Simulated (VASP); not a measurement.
BN, 2 atoms in the cell. Symmetry: Fmm2, No. 42, orthorhombic system. Conventional cell: a = 2.595 Å, b = 6.445 Å, c = 4.338 Å, α = 90.00°, β = 90.00°, γ = 90.00°. B (site symmetry mm2) has 3 N at 1.45 to 1.49 Å within 1.9 Å. N (site symmetry mm2) has 3 B at 1.45 to 1.49 Å within 1.9 Å.  This cell differs from its parent crystal: strain +0.0350 x Voigt [1, -1, 0, 0, 0, 0].

```yaml
Program: VASP 6.6.1
Task: single point
Functional: PBE
Dispersion: D3(BJ)
Potentials_or_basis: VASP PAW PBE potentials, release 64 (B, N)
Cutoff: 520 eV
k_mesh: 12 × 12 × 12
Occupations: gaussian, width 0.05 eV
Spin: no spin polarisation
Dipole_correction: no
Further_INCAR_settings: ALGO = Normal; EDIFF = 1e-06; NBANDS = 11
```

Potentials or basis: VASP PAW PBE potentials, release 64 (B, N).

Command:

```bash
$ cat potpaw_PBE.64/B/POTCAR potpaw_PBE.64/N/POTCAR > POTCAR
$ mpirun -np 1 vasp_std > vasp.out
```

Hardware: 1 thread of Intel(R) Xeon(R) Platinum 8259CL CPU @ 2.50GHz (Skylake/Cascade Lake), with other jobs on the host.

Question: Estimate the wall time of this run.

Answer: Wall time 59 s on 1 thread of Intel(R) Xeon(R) Platinum 8259CL CPU @ 2.50GHz (Skylake/Cascade Lake), with other jobs on the host, peak memory 0.19 GiB. Counts: scf iterations 13, k points 280.
